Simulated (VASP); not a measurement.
# Ga3Sb (Immm) in VASP: single point with PBEsol

Aim: the single point of Ga3Sb with PBEsol.

Program: VASP 6.6.1. These are calculated values, not measurements. Logs are shortened: lines on timing, memory, paths and dates and some standing lists are left out, and cuts for length are marked.

### 1 The cell of the first run

It takes space group Immm (No. 71, orthorhombic). The conventional cell has a = 4.152 Å, b = 4.365 Å, c = 9.091 Å, α = 90.00°, β = 90.00°, γ = 90.00°. Within 4.6 Å of Ga (site symmetry mm2) lie 14 Ga at 3.01 to 4.55 Å and 4 Sb at 3.08 to 3.15 Å. Within 4.6 Å of Ga (site symmetry mmm) lie 6 Sb at 3.01 to 4.55 Å and 12 Ga at 3.08 to 4.37 Å. Sb (site symmetry mmm) has 14 Ga at 3.01 to 4.55 Å and 4 Sb at 4.15 to 4.37 Å within 4.6 Å.

### 2 Single point, PBEsol (strain +0.0250 x Voigt [1, -1, 0, 0, 0, 0])

Contents of INCAR:

```
PREC = Accurate
ENCUT = 520
EDIFF = 1E-7
ISMEAR = 0
SIGMA = 0.15
LREAL = F
LASPH = T
NELM = 80
ALGO = Fast
ISIF = 2
LWAVE = F
LCHARG = T
GGA = PS
LELF = T
LVHAR = T
NBANDS = 30
```

Contents of KPOINTS:

```
regular mesh
0
Gamma
  16 16 16
```

Contents of POSCAR:

```
Ga3Sb
1.0
   -2.1825469766      2.0760812704      4.5452891320
    2.1825469766     -2.0760812704      4.5452891320
    2.1825469766      2.0760812704     -4.5452891320
Ga Sb
3 1
Direct
    0.7500000000      0.2500000000      0.5000000000
    0.2500000000      0.7500000000      0.5000000000
    0.5000000000      0.5000000000      0.0000000000
    0.0000000000      0.0000000000      0.0000000000
```

Potentials or basis: VASP PAW PBE potentials, release 64 (Ga_d, Sb).

Command:

```
$ cat potpaw_PBE.64/Ga_d/POTCAR potpaw_PBE.64/Sb/POTCAR > POTCAR
$ mpirun -np 1 vasp_std > vasp.out
```

OUTCAR:

```text
PREC = Accurate
   ENCUT = 520
   EDIFF = 1E-7
   ISMEAR = 0
   LREAL = F
   LASPH = T
   NELM = 80
   ISIF = 2
   GGA = PS

 ion  position               nearest neighbor table
   1  0.750  0.250  0.500-   4 3.08   4 3.08   4 3.15   4 3.15
   2  0.250  0.750  0.500-   4 3.08   4 3.08   4 3.15   4 3.15
   3  0.500  0.500  0.000-   4 3.01   4 3.01   4 3.01   4 3.01
   4  0.000  0.000  0.000-   3 3.01   3 3.01   3 3.01   3 3.01   1 3.08   2 3.08   2 3.08   1 3.08
                             1 3.15   2 3.15   1 3.15   2 3.15

  LATTYP: Found a body centered orthorhombic cell.
 ALAT       =     4.1521625408
 B/A-ratio  =     1.0512820513
 C/A-ratio  =     2.1893599238

  Lattice vectors:

 A1 = (   2.1825469766,  -2.0760812704,  -4.5452891320)
 A2 = (  -2.1825469766,   2.0760812704,  -4.5452891320)
 A3 = (   2.1825469766,   2.0760812704,   4.5452891320)

Analysis of symmetry for initial positions (statically):
=====================================================================
 Subroutine PRICEL returns:
 Original cell was already a primitive cell.

 Routine SETGRP: Setting up the symmetry group for a
 body centered orthorhombic supercell.

 Subroutine GETGRP returns: Found  8 space group operations
 (whereof  8 operations were pure point group operations)
 out of a pool of  8 trial point group operations.

The static configuration has the point symmetry D_2h.

Analysis of symmetry for dynamics (positions and initial velocities):
=====================================================================
 Subroutine PRICEL returns:
 Original cell was already a primitive cell.

 Routine SETGRP: Setting up the symmetry group for a
 body centered orthorhombic supercell.

 Subroutine GETGRP returns: Found  8 space group operations
 (whereof  8 operations were pure point group operations)
 out of a pool of  8 trial point group operations.

The dynamic configuration has the point symmetry D_2h.

 Subroutine INISYM returns: Found  8 space group operations
 (whereof  8 operations are pure point group operations),
 and found     1 'primitive' translations

----------------------------------------------------------------------------------------

                                     Primitive cell

  volume of cell :      82.3815

  direct lattice vectors                    reciprocal lattice vectors
    -2.182546977  2.076081270  4.545289132     0.000000000  0.240838356  0.110004003
     2.182546977 -2.076081270  4.545289132     0.229090143  0.000000000  0.110004003
     2.182546977  2.076081270 -4.545289132     0.229090143  0.240838356  0.000000000

  length of vectors
     5.452822942  5.452822942  5.452822942     0.264771589  0.254132199  0.332393453

  position of ions in fractional coordinates (direct lattice)
     0.750000000  0.250000000  0.500000000
     0.250000000  0.750000000  0.500000000
     0.500000000  0.500000000  0.000000000
     0.000000000  0.000000000  0.000000000

  ion indices of the primitive-cell ions
   primitive index   ion index
                 1           1
                 2           2
                 3           3
                 4           4

----------------------------------------------------------------------------------------

 KPOINTS: regular mesh

Automatic generation of k-mesh.
 Grid dimensions read from file:
 generate k-points for:   16   16   16

 Generating k-lattice:

  Cartesian coordinates                     Fractional coordinates (reciprocal lattice)
     0.000000000  0.015052397  0.006875250     0.062500000  0.000000000  0.000000000
     0.014318134  0.000000000  0.006875250     0.000000000  0.062500000  0.000000000
     0.014318134  0.015052397  0.000000000     0.000000000  0.000000000  0.062500000

  Length of vectors
     0.016548224  0.015883262  0.020774591

  Shift w.r.t. Gamma in fractional coordinates (k-lattice)
     0.000000000  0.000000000  0.000000000

 Subroutine IBZKPT returns following result:
 ===========================================

 Found    621 irreducible k-points:

 Following reciprocal coordinates:
            Coordinates               Weight
  0.000000  0.000000  0.000000      1.000000
  0.062500  0.000000 -0.000000      4.000000
  0.125000  0.000000 -0.000000      4.000000
  0.187500  0.000000 -0.000000      4.000000
  0.250000  0.000000 -0.000000      4.000000
  0.312500  0.000000 -0.000000      4.000000
[... 16 lines left out ...]
 -0.187500  0.062500  0.000000      8.000000
 -0.125000  0.062500  0.000000      8.000000
 [... further k-points ...]
   k-points           NKPTS =    621   k-points in BZ     NKDIM =    621   number of bands    NBANDS=     30
   number of dos      NEDOS =    301   number of ions     NIONS =      4
   total plane-waves  NPLWV =  74088
   dimension x,y,z NGX =    42 NGY =   42 NGZ =   42
   dimension x,y,z NGXF=    84 NGYF=   84 NGZF=   84
   ions per type =               3   1
   NGX,Y,Z   is equivalent  to a cutoff of  12.80, 12.80, 12.80 a.u.
   NGXF,Y,Z  is equivalent  to a cutoff of  25.61, 25.61, 25.61 a.u.
 SYSTEM =  unknown system
   PREC   = accura    normal or accurate (medium, high low for compatibility)
   ISTART =      0    job   : 0-new  1-cont  2-samecut
   ICHARG =      2    charge: 1-file 2-atom 10-const
   ISPIN  =      1    spin polarized calculation?
   LNONCOLLINEAR =      F non collinear calculations
   LSORBIT =      F    spin-orbit coupling
   LASPH  =      T    aspherical Exc in radial PAW
   ENCUT  =  520.0 eV  38.22 Ry    6.18 a.u.  10.14 10.14 10.14*2*pi/ulx,y,z
   NELM   =     80;   NELMIN=  2; NELMDL= -5     # of ELM steps
   EDIFF  = 0.1E-06   stopping-criterion for ELM
   LREAL  =      F    real-space projection
   EDIFFG = 0.1E-05   stopping-criterion for IOM
   NSW    =      0    number of steps for IOM
   IBRION =     -1    ionic relax: 0-MD 1-quasi-New 2-CG
   NFREE  =      0    steps in history (QN), initial steepest desc. (CG)
   ISIF   =      2    stress and relaxation
   ISYM   =      2    0-nonsym 1-usesym 2-fastsym
   POTIM  = 0.5000    time-step for ionic-motion
   TEBEG  =    0.0;   TEEND  =   0.0 temperature during run
   PSTRESS=    0.0 pullay stress
   NELECT =      44.0000    total number of electrons
   NUPDOWN=      -1.0000    fix difference up-down
   EMIN   =  10.00;   EMAX   =-10.00  energy-range for DOS
   EFERMI =   0.00;   METHOD = LEGACY
   ISMEAR =     0;   SIGMA  =   0.15  broadening in eV -4-tet -1-fermi 0-gaus
   EFERMI_NEDOS =   21; number of points for ismear=-14 and -15
   IALGO  =     68    algorithm
   IMIX   =      4    mixing-type and parameters
     AMIX     =   0.40;   BMIX     =  1.00
     AMIX_MAG =   1.60;   BMIX_MAG =  1.00
  volume/ion in A,a.u.               =      20.60       138.98
  Fermi-wavevector in a.u.,A,eV,Ry     =   1.328258  2.510044 24.004356  1.764270
  Thomas-Fermi vector in A             =   2.457509
   LORBIT       =      0    0 simple, 1 ext, 2 COOP (PROOUT), +10 PAW based schemes
   GGA     = PS    functional components
   LHFCALC =     F    Hartree Fock is set to
   AEXX    =    0.0000 exact exchange contribution
   IVDW    =     0    specifies the selected vdW correction
   LEPSILON=     F    determine dielectric tensor
   LRPA    =     F    only Hartree local field effects (RPA)
 non-spin polarized calculation
 RMM-DIIS sequential band-by-band and
 Gauss-broadening in eV      SIGMA  =   0.15
  energy-cutoff  :      520.00
  volume of cell :       82.38
 maximum number of plane-waves:      2240
 NGX is ok and might be reduce to    42
   NGX = 21   NGY = 21   NGZ = 21

 number of electron      44.0000000 magnetization

 Free energy of the ion-electron system (eV)
  ---------------------------------------------------
  ext. energy  EPLUGINS =         0.00000000
  ---------------------------------------------------
  free energy    TOTEN  =       -14.31235288 eV

  energy without entropy =      -14.29351700  energy(sigma->0) =      -14.30293494

 E-fermi :   6.5227     XC(G=0): -10.9434

 val. band max:        6.5197440037   @ k =   0.5000   0.0625  -0.0000
 cond. band min:       6.5242943095   @ k =   0.1250   0.3750   0.1250
 fundamental gap:      0.0045503058
 Fermi energy:         6.5227253234

 k-point     1 :       0.0000    0.0000    0.0000
  band No.  band energies     occupation
      1      -8.3934      2.00000
      2      -8.3487      2.00000
      3      -8.3283      2.00000
      4      -8.2871      2.00000
      5      -8.2866      2.00000
      6      -8.2794      2.00000
[... 22 lines left out ...]
     29      14.2046      0.00000
     30      14.4554      0.00000

 k-point     2 :       0.0625    0.0000   -0.0000
  band No.  band energies     occupation
      1      -8.3908      2.00000
      2      -8.3478      2.00000
      3      -8.3261      2.00000
      4      -8.2919      2.00000
      5      -8.2905      2.00000
      6      -8.2749      2.00000
[... 22 lines left out ...]
     29      14.5719      0.00000
     30      14.7718      0.00000

 k-point     3 :       0.1250    0.0000   -0.0000
  band No.  band energies     occupation
      1      -8.3832      2.00000
      2      -8.3456      2.00000
      3      -8.3199      2.00000
      4      -8.2979      2.00000
      5      -8.2967      2.00000
      6      -8.2699      2.00000
[... 22 lines left out ...]
     29      15.4378      0.00000
     30      15.6390      0.00000

 k-point     4 :       0.1875    0.0000   -0.0000
  band No.  band energies     occupation
      1      -8.3708      2.00000
      2      -8.3434      2.00000
      3      -8.3101      2.00000
      4      -8.3055      2.00000
      5      -8.2967      2.00000
      6      -8.2661      2.00000
[... 616 lines left out ...]
     29      13.1457      0.00000
     30      14.5755      0.00000

 k-point    23 :      -0.1875    0.0625    0.0000
  band No.  band energies     occupation
      1      -8.3710      2.00000
      2      -8.3379      2.00000
      3      -8.3118      2.00000
      4      -8.2993      2.00000
      5      -8.2913      2.00000
      6      -8.2694      2.00000
[... 22 lines left out ...]
     29      14.2346      0.00000
     30      15.3877      0.00000

 k-point    24 :      -0.1250    0.0625    0.0000
  band No.  band energies     occupation
      1      -8.3819      2.00000
      2      -8.3415      2.00000
      3      -8.3203      2.00000
      4      -8.2938      2.00000
      5      -8.2880      2.00000
      6      -8.2760      2.00000
[... 22 lines left out ...]
     29      14.8273      0.00000
     30      15.3608      0.00000

 [... further k-points ...]

------------------------ aborting loop because EDIFF is reached ----------------------------------------

  FORCE on cell =-STRESS in cart. coord.  units (eV):
  Direction    XX          YY          ZZ          XY          YZ          ZX
  --------------------------------------------------------------------------------------
  -------------------------------------------------------------------------------------
  Total        0.1814238      0.0259140      0.0277736      0.0000000      0.0000000      0.0000000
  in kB        3.5283809      0.5039826      0.5401477      0.0000000      0.0000000      0.0000000
  external PRESSURE =       1.5241704 kB  Pullay stress =       0.0000000 kB

 VOLUME and BASIS-vectors are now :
 -----------------------------------------------------------------------------
  energy-cutoff  :      520.00
  volume of cell :       82.38
      direct lattice vectors                 reciprocal lattice vectors
    -2.182546977  2.076081270  4.545289132     0.000000000  0.240838356  0.110004003
     2.182546977 -2.076081270  4.545289132     0.229090143  0.000000000  0.110004003
     2.182546977  2.076081270 -4.545289132     0.229090143  0.240838356  0.000000000

 POSITION                                       TOTAL-FORCE (eV/Angst)
 -----------------------------------------------------------------------------------
     -0.00000      2.07608      2.27264        -0.000000      0.000000      0.051413
      2.18255     -0.00000      2.27264        -0.000000      0.000000     -0.051413
      0.00000      0.00000      4.54529         0.000000     -0.000000      0.000000
      0.00000      0.00000      0.00000         0.000000     -0.000000     -0.000000
 -----------------------------------------------------------------------------------
    total drift:                               -0.000000      0.000000      0.000000

  FREE ENERGIE OF THE ION-ELECTRON SYSTEM (eV)
  ---------------------------------------------------
  free  energy   TOTEN  =       -14.3123528783 eV

  energy  without entropy=      -14.2935169951  energy(sigma->0) =      -14.30293494
```

Run time: 60 min. Hardware: 1 thread of Oxide Virtual Turin-like, shared host; peak memory 1.2 GiB.

What came out:

```
Free energy            : -14.3124 eV
Pressure               : 0.2 GPa
Largest force          : 0.051 eV/Å
Band gap on the k mesh : zero (bands 22 and 23 overlap by 4.85 eV)
```

Forces in eV/Å, atoms in the order of the input:
```
Ga   0.000  0.000  0.051
Ga   0.000  0.000 -0.051
Ga   0.000  0.000  0.000
Sb   0.000  0.000  0.000
```

Caveat: the cell differs from its parent crystal (strain +0.0250 x Voigt [1, -1, 0, 0, 0, 0]); the PAW data sets were made with another functional, which shifts forces and pressure a little; spin-orbit coupling is left out, which moves the levels of the heavy elements.
